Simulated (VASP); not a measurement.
# NbSnTe4 (P4/mmm) in VASP: a series of runs

NbSnTe4 is run at these levels: PBE; tasks: single point.

Everything below comes from runs of VASP 6.6.1. Logs are shortened: lines on timing, memory, paths and dates and some standing lists are left out, and cuts for length are marked.

### Step 1. The cell of the first run

The structure is tetragonal, space group P4/mmm (No. 123). The conventional cell has a = 3.434 Å, b = 3.434 Å, c = 14.881 Å, α = 90.00°, β = 90.00°, γ = 90.00°. Nb (site symmetry 4/mmm) has 8 Te at 2.96 Å and 4 Nb at 3.43 Å within 3.9 Å. Within 4.3 Å of Sn (site symmetry 4/mmm) lie 8 Te at 3.27 Å and 4 Sn at 3.43 Å. Within 4.4 Å of Te (site symmetry 4mm) lie 4 Sn at 3.27 Å and 9 Te at 3.43 to 4.38 Å. Within 3.9 Å of Te (site symmetry 4mm) lie 4 Nb at 2.96 Å and 5 Te at 3.39 to 3.43 Å.

The cell was built from a structure type or drawn by symmetry, and may not be a known phase.

### Step 2. Single point, PBE

Contents of INCAR:

```
PREC     = Accurate       # precision mode
ENCUT    = 520            # plane-wave cutoff, eV
EDIFF    = 1E-6           # SCF threshold, eV
ISMEAR   = 0              # smearing method
SIGMA    = 0.1            # smearing width, eV
LREAL    = False          # projectors in reciprocal space
LASPH    = True           # aspherical terms in the spheres
NELM     = 60             # most SCF steps
ALGO     = Normal         # electronic algorithm
ISIF     = 2              # what is computed and relaxed
LWAVE    = False          # write WAVECAR
LCHARG   = False          # write CHGCAR
GGA      = PE             # functional
NBANDS   = 34             # bands
```

Contents of KPOINTS:

```
Automatic mesh
0
Gamma
  6 6 2
```

Contents of POSCAR:

```
NbSnTe4
1.0
    3.4337974126      0.0000000000      0.0000000000
    0.0000000000      3.4337974126      0.0000000000
    0.0000000000      0.0000000000     14.8813320247
Nb Sn Te
1 1 4
Direct
    0.5000000000      0.5000000000      0.5000000000
    0.0000000000      0.0000000000      0.0000000000
    0.5000000000      0.5000000000      0.1472234231
    0.0000000000      0.0000000000      0.6140666640
    0.0000000000      0.0000000000      0.3859333360
    0.5000000000      0.5000000000      0.8527765769
```

Potentials or basis: VASP PAW PBE potentials, release 64 (Nb_sv, Sn_d, Te).

On the command line:

```bash
$ cat potpaw_PBE.64/Nb_sv/POTCAR potpaw_PBE.64/Sn_d/POTCAR potpaw_PBE.64/Te/POTCAR > POTCAR
$ mpirun -np 1 vasp_std > vasp.out
```

OUTCAR:

```text
PREC = Accurate
   ENCUT = 520
   EDIFF = 1E-6
   ISMEAR = 0
   LREAL = False
   LASPH = True
   NELM = 60
   ISIF = 2
   GGA = PE

 ion  position               nearest neighbor table
   1  0.500  0.500  0.500-   4 2.96   5 2.96   4 2.96   5 2.96   4 2.96   5 2.96   4 2.96   5 2.96

   2  0.000  0.000  0.000-   3 3.27   6 3.27   3 3.27   6 3.27   3 3.27   6 3.27   3 3.27   6 3.27

   3  0.500  0.500  0.147-   2 3.27   2 3.27   2 3.27   2 3.27
   4  0.000  0.000  0.614-   1 2.96   1 2.96   1 2.96   1 2.96   5 3.39
   5  0.000  0.000  0.386-   1 2.96   1 2.96   1 2.96   1 2.96   4 3.39
   6  0.500  0.500  0.853-   2 3.27   2 3.27   2 3.27   2 3.27

  LATTYP: Found a simple tetragonal cell.
 ALAT       =     3.4337974126
 C/A-ratio  =     4.3337827590

  Lattice vectors:

 A1 = (   3.4337974126,   0.0000000000,   0.0000000000)
 A2 = (   0.0000000000,   3.4337974126,   0.0000000000)
 A3 = (   0.0000000000,   0.0000000000,  14.8813320247)

Analysis of symmetry for initial positions (statically):
=====================================================================
 Subroutine PRICEL returns:
 Original cell was already a primitive cell.

 Routine SETGRP: Setting up the symmetry group for a
 simple tetragonal supercell.

 Subroutine GETGRP returns: Found 16 space group operations
 (whereof 16 operations were pure point group operations)
 out of a pool of 16 trial point group operations.

The static configuration has the point symmetry D_4h.

Analysis of symmetry for dynamics (positions and initial velocities):
=====================================================================
 Subroutine PRICEL returns:
 Original cell was already a primitive cell.

 Routine SETGRP: Setting up the symmetry group for a
 simple tetragonal supercell.

 Subroutine GETGRP returns: Found 16 space group operations
 (whereof 16 operations were pure point group operations)
 out of a pool of 16 trial point group operations.

The dynamic configuration has the point symmetry D_4h.

 Subroutine INISYM returns: Found 16 space group operations
 (whereof 16 operations are pure point group operations),
 and found     1 'primitive' translations

----------------------------------------------------------------------------------------

                                     Primitive cell

  volume of cell :     175.4653

  direct lattice vectors                    reciprocal lattice vectors
     3.433797413  0.000000000  0.000000000     0.291222772  0.000000000  0.000000000
     0.000000000  3.433797413  0.000000000     0.000000000  0.291222772  0.000000000
     0.000000000  0.000000000 14.881332025     0.000000000  0.000000000  0.067198286

  length of vectors
     3.433797413  3.433797413 14.881332025     0.291222772  0.291222772  0.067198286

  position of ions in fractional coordinates (direct lattice)
     0.500000000  0.500000000  0.500000000
     0.000000000  0.000000000  0.000000000
     0.500000000  0.500000000  0.147223423
     0.000000000  0.000000000  0.614066664
     0.000000000  0.000000000  0.385933336
     0.500000000  0.500000000  0.852776577

  ion indices of the primitive-cell ions
   primitive index   ion index
                 1           1
                 2           2
                 3           3
                 4           4
                 5           5
                 6           6

----------------------------------------------------------------------------------------

 KPOINTS: Automatic mesh

Automatic generation of k-mesh.
 Grid dimensions read from file:
 generate k-points for:    6    6    2

 Generating k-lattice:

  Cartesian coordinates                     Fractional coordinates (reciprocal lattice)
     0.048537129  0.000000000  0.000000000     0.166666667  0.000000000  0.000000000
     0.000000000  0.048537129  0.000000000     0.000000000  0.166666667  0.000000000
     0.000000000  0.000000000  0.033599143     0.000000000  0.000000000  0.500000000

  Length of vectors
     0.048537129  0.048537129  0.033599143

  Shift w.r.t. Gamma in fractional coordinates (k-lattice)
     0.000000000  0.000000000  0.000000000

 Subroutine IBZKPT returns following result:
 ===========================================

 Found     20 irreducible k-points:

 Following reciprocal coordinates:
            Coordinates               Weight
  0.000000  0.000000  0.000000      1.000000
  0.166667  0.000000  0.000000      4.000000
  0.333333  0.000000  0.000000      4.000000
  0.500000  0.000000  0.000000      2.000000
  0.166667  0.166667  0.000000      4.000000
  0.333333  0.166667  0.000000      8.000000
[... 12 lines left out ...]
  0.500000  0.333333  0.500000      4.000000
  0.500000  0.500000  0.500000      1.000000
   k-points           NKPTS =     20   k-points in BZ     NKDIM =     20   number of bands    NBANDS=     34
   number of dos      NEDOS =    301   number of ions     NIONS =      6
   total plane-waves  NPLWV =  87808
   dimension x,y,z NGX =    28 NGY =   28 NGZ =  112
   dimension x,y,z NGXF=    56 NGYF=   56 NGZF=  224
   ions per type =               1   1   4
   NGX,Y,Z   is equivalent  to a cutoff of  13.56, 13.56, 12.51 a.u.
   NGXF,Y,Z  is equivalent  to a cutoff of  27.11, 27.11, 25.02 a.u.
 SYSTEM =  unknown system
   PREC   = accura    normal or accurate (medium, high low for compatibility)
   ISTART =      0    job   : 0-new  1-cont  2-samecut
   ICHARG =      2    charge: 1-file 2-atom 10-const
   ISPIN  =      1    spin polarized calculation?
   LNONCOLLINEAR =      F non collinear calculations
   LSORBIT =      F    spin-orbit coupling
   LASPH  =      T    aspherical Exc in radial PAW
   ENCUT  =  520.0 eV  38.22 Ry    6.18 a.u.   6.38  6.38 27.67*2*pi/ulx,y,z
   NELM   =     60;   NELMIN=  2; NELMDL= -5     # of ELM steps
   EDIFF  = 0.1E-05   stopping-criterion for ELM
   LREAL  =      F    real-space projection
   EDIFFG = 0.1E-04   stopping-criterion for IOM
   NSW    =      0    number of steps for IOM
   IBRION =     -1    ionic relax: 0-MD 1-quasi-New 2-CG
   NFREE  =      0    steps in history (QN), initial steepest desc. (CG)
   ISIF   =      2    stress and relaxation
   ISYM   =      2    0-nonsym 1-usesym 2-fastsym
   POTIM  = 0.5000    time-step for ionic-motion
   TEBEG  =    0.0;   TEEND  =   0.0 temperature during run
   PSTRESS=    0.0 pullay stress
   NELECT =      51.0000    total number of electrons
   NUPDOWN=      -1.0000    fix difference up-down
   EMIN   =  10.00;   EMAX   =-10.00  energy-range for DOS
   EFERMI =   0.00;   METHOD = LEGACY
   ISMEAR =     0;   SIGMA  =   0.10  broadening in eV -4-tet -1-fermi 0-gaus
   EFERMI_NEDOS =   21; number of points for ismear=-14 and -15
   IALGO  =     38    algorithm
   IMIX   =      4    mixing-type and parameters
     AMIX     =   0.40;   BMIX     =  1.00
     AMIX_MAG =   1.60;   BMIX_MAG =  1.00
  volume/ion in A,a.u.               =      29.24       197.35
  Fermi-wavevector in a.u.,A,eV,Ry     =   1.084429  2.049274 16.000268  1.175987
  Thomas-Fermi vector in A             =   2.220519
   LORBIT       =      0    0 simple, 1 ext, 2 COOP (PROOUT), +10 PAW based schemes
   GGA     = PE    functional components
   LHFCALC =     F    Hartree Fock is set to
   AEXX    =    0.0000 exact exchange contribution
   IVDW    =     0    specifies the selected vdW correction
   LEPSILON=     F    determine dielectric tensor
   LRPA    =     F    only Hartree local field effects (RPA)
 non-spin polarized calculation
 Gauss-broadening in eV      SIGMA  =   0.10
  energy-cutoff  :      520.00
  volume of cell :      175.47
 maximum number of plane-waves:      4760
 NGX is ok and might be reduce to    28
   NGX = 13   NGY = 13   NGZ = 55

 number of electron      50.9999999 magnetization

 Free energy of the ion-electron system (eV)
  ---------------------------------------------------
  ext. energy  EPLUGINS =         0.00000000
  ---------------------------------------------------
  free energy    TOTEN  =       -27.19429300 eV

  energy without entropy =      -27.17296886  energy(sigma->0) =      -27.18363093

 E-fermi :   7.0133     XC(G=0):  -9.7584

 val. band max:        6.9967862389   @ k =   0.5000   0.5000   0.5000
 cond. band min:       7.0229883343   @ k =   0.5000   0.3333   0.0000
 fundamental gap:      0.0262020954
 Fermi energy:         7.0133258726

 k-point     1 :       0.0000    0.0000    0.0000
  band No.  band energies     occupation
      1     -48.1504      2.00000
      2     -24.2480      2.00000
      3     -24.1210      2.00000
      4     -24.1210      2.00000
      5     -14.8579      2.00000
      6     -14.7846      2.00000
[... 26 lines left out ...]
     33      11.7223      0.00000
     34      11.9936      0.00000

 k-point     2 :       0.1667    0.0000    0.0000
  band No.  band energies     occupation
      1     -48.1475      2.00000
      2     -24.2416      2.00000
      3     -24.1672      2.00000
      4     -24.1168      2.00000
      5     -14.8384      2.00000
      6     -14.7733      2.00000
[... 26 lines left out ...]
     33      11.1556      0.00000
     34      12.1581      0.00000

 k-point     3 :       0.3333    0.0000    0.0000
  band No.  band energies     occupation
      1     -48.1417      2.00000
      2     -24.2585      2.00000
      3     -24.2287      2.00000
      4     -24.1084      2.00000
      5     -14.8161      2.00000
      6     -14.7697      2.00000
[... 26 lines left out ...]
     33      10.4224      0.00000
     34      12.0208      0.00000

 k-point     4 :       0.5000    0.0000    0.0000
  band No.  band energies     occupation
      1     -48.1388      2.00000
      2     -24.3035      2.00000
      3     -24.2223      2.00000
      4     -24.1041      2.00000
      5     -14.8105      2.00000
      6     -14.7819      2.00000
[... 26 lines left out ...]
     33      11.1090      0.00000
     34      11.8802      0.00000

 k-point     5 :       0.1667    0.1667    0.0000
  band No.  band energies     occupation
      1     -48.1447      2.00000
      2     -24.2354      2.00000
      3     -24.1651      2.00000
      4     -24.1592      2.00000
      5     -14.8135      2.00000
      6     -14.7671      2.00000
[... 473 lines left out ...]
 k-point    18 :       0.3333    0.3333    0.5000
  band No.  band energies     occupation
      1     -48.1333      2.00000
      2     -24.2408      2.00000
      3     -24.2351      2.00000
      4     -24.2121      2.00000
      5     -14.7788      2.00000
      6     -14.7643      2.00000
[... 26 lines left out ...]
     33       9.7991      0.00000
     34       9.8750      0.00000

 k-point    19 :       0.5000    0.3333    0.5000
  band No.  band energies     occupation
      1     -48.1304      2.00000
      2     -24.2805      2.00000
      3     -24.2311      2.00000
      4     -24.2065      2.00000
      5     -14.7903      2.00000
      6     -14.7741      2.00000
[... 26 lines left out ...]
     33       9.8579      0.00000
     34      10.3224      0.00000

 k-point    20 :       0.5000    0.5000    0.5000
  band No.  band energies     occupation
      1     -48.1277      2.00000
      2     -24.2728      2.00000
      3     -24.2728      2.00000
      4     -24.2013      2.00000
      5     -14.8027      2.00000
      6     -14.7716      2.00000
[... 26 lines left out ...]
     33       9.7686      0.00000
     34      10.2106      0.00000

------------------------ aborting loop because EDIFF is reached ----------------------------------------

  FORCE on cell =-STRESS in cart. coord.  units (eV):
  Direction    XX          YY          ZZ          XY          YZ          ZX
  --------------------------------------------------------------------------------------
  -------------------------------------------------------------------------------------
  Total       -0.0533438     -0.0533438      0.0490178      0.0000000      0.0000000      0.0000000
  in kB       -0.4870834     -0.4870834      0.4475830      0.0000000      0.0000000      0.0000000
  external PRESSURE =      -0.1755279 kB  Pullay stress =       0.0000000 kB

 VOLUME and BASIS-vectors are now :
 -----------------------------------------------------------------------------
  energy-cutoff  :      520.00
  volume of cell :      175.47
      direct lattice vectors                 reciprocal lattice vectors
     3.433797413  0.000000000  0.000000000     0.291222772  0.000000000  0.000000000
     0.000000000  3.433797413  0.000000000     0.000000000  0.291222772  0.000000000
     0.000000000  0.000000000 14.881332025     0.000000000  0.000000000  0.067198286

 POSITION                                       TOTAL-FORCE (eV/Angst)
 -----------------------------------------------------------------------------------
      1.71690      1.71690      7.44067        -0.000000     -0.000000      0.000000
      0.00000      0.00000      0.00000        -0.000000     -0.000000      0.000000
      1.71690      1.71690      2.19088         0.000000      0.000000     -0.013659
      0.00000      0.00000      9.13813         0.000000     -0.000000      0.001181
      0.00000      0.00000      5.74320        -0.000000     -0.000000     -0.001181
      1.71690      1.71690     12.69045        -0.000000      0.000000      0.013659
 -----------------------------------------------------------------------------------
    total drift:                               -0.000000      0.000000      0.000000

  FREE ENERGIE OF THE ION-ELECTRON SYSTEM (eV)
  ---------------------------------------------------
  free  energy   TOTEN  =       -27.1942929951 eV

  energy  without entropy=      -27.1729688634  energy(sigma->0) =      -27.18363093
```

Run time: 70 s. Hardware: 1 thread of Intel Xeon 6975P-C (Granite Rapids), shared host; peak memory 0.35 GiB.

What came out:

```
Free energy            : -27.1943 eV
Pressure               : 0.0 GPa
Largest force          : 0.014 eV/Å
Band gap on the k mesh : zero (an odd number of electrons rules out a gap without spin polarisation)
```

Forces in eV/Å, atoms in the order of the input:
```
Nb   0.000  0.000  0.000
Sn   0.000  0.000  0.000
Te   0.000  0.000 -0.014
Te   0.000  0.000  0.001
Te   0.000  0.000 -0.001
Te   0.000  0.000  0.014
```

Caveat: spin-orbit coupling is left out, which moves the levels of the heavy elements; this functional lacks dispersion, which binds the layers, so the pressure and a relaxed spacing across them are unreliable.

### Step 3. Single point, PBE

This run uses another cell than the first one, of 32.65 Å³/atom.

Contents of INCAR:

```
PREC = Accurate
ENCUT = 520
EDIFF = 1E-6
ISMEAR = 0
SIGMA = 0.1
LREAL = F
LASPH = T
NELM = 100
ALGO = Normal
ISIF = 2
LWAVE = F
LCHARG = T
GGA = PE
LELF = T
LVHAR = T
NBANDS = 34
```

KPOINTS is that of step 2.

Contents of POSCAR:

```
NbSnTe4
1.0
    3.7101969200      0.0000000000      0.0000000000
    0.0000000000      3.7101969200      0.0000000000
    0.0000000000      0.0000000000     14.2329139800
Nb Sn Te
1 1 4
Direct
    0.5000000000      0.5000000000      0.5000000000
    0.0000000000      0.0000000000      0.0000000000
    0.5000000000      0.5000000000      0.1809719800
    0.0000000000      0.0000000000      0.6524536600
    0.0000000000      0.0000000000      0.3475463400
    0.5000000000      0.5000000000      0.8190280200
```

Potentials or basis: VASP PAW PBE potentials, release 64 (Nb_sv, Sn_d, Te).

On the command line:

```bash
$ cat potpaw_PBE.64/Nb_sv/POTCAR potpaw_PBE.64/Sn_d/POTCAR potpaw_PBE.64/Te/POTCAR > POTCAR
$ mpirun -np 1 vasp_std > vasp.out
```

It took 2 min on 1 thread of Intel Xeon 6975P-C (Granite Rapids), shared host; peak memory 0.35 GiB.

The run converged. Its results:

| Quantity | Value |
| --- | --- |
| Free energy | -24.1072 eV |
| Pressure | -9.6 GPa |
| Largest force | 2.290 eV/Å |
| Band gap on the k mesh | zero (an odd number of electrons rules out a gap without spin polarisation) |

Forces in eV/Å, atoms in the order of the input:
```
Nb   0.000  0.000  0.000
Sn   0.000  0.000  0.000
Te   0.000  0.000 -0.760
Te   0.000  0.000 -2.290
Te   0.000  0.000  2.290
Te   0.000  0.000  0.760
```

Stress tensor (GPa, compression positive):
```
 -8.38   0.00   0.00
  0.00  -8.38   0.00
  0.00   0.00 -11.89
```

Levels at points of the mesh, in eV from the Fermi level:
| k point | band 21 | band 22 | band 23 | band 24 | band 25 | band 26 | band 27 | band 28 | band 29 | band 30 |
| --- | --- | --- | --- | --- | --- | --- | --- | --- | --- | --- |
| (0.00, 0.00, 0.00) | -0.60 | -0.60 | -0.56 | -0.03 | 0.49 | 0.49 | 0.87 | 0.87 | 1.15 | 2.30 |
| (0.50, 0.00, 0.00) | -1.01 | -0.78 | -0.62 | -0.51 | 0.61 | 0.83 | 0.89 | 1.03 | 1.09 | 1.25 |
| (0.50, 0.50, 0.00) | -2.48 | -2.20 | -2.20 | -1.55 | -1.03 | -0.95 | -0.01 | -0.01 | 0.20 | 1.09 |
| (0.00, 0.00, 0.50) | -0.54 | -0.54 | -0.17 | 0.28 | 0.28 | 0.42 | 1.14 | 1.14 | 1.15 | 2.13 |
| (0.50, 0.00, 0.50) | -1.51 | -0.90 | -0.51 | -0.28 | 0.61 | 0.83 | 1.05 | 1.07 | 1.32 | 1.59 |
| (0.50, 0.50, 0.50) | -2.70 | -1.92 | -1.92 | -1.43 | -1.23 | -0.84 | -0.26 | -0.26 | 0.34 | 0.69 |

Caveat: the cell stands under tension; spin-orbit coupling is left out, which moves the levels of the heavy elements; forces of over 1 eV/Å act on the atoms, so gaps and moduli don't describe the material at rest.
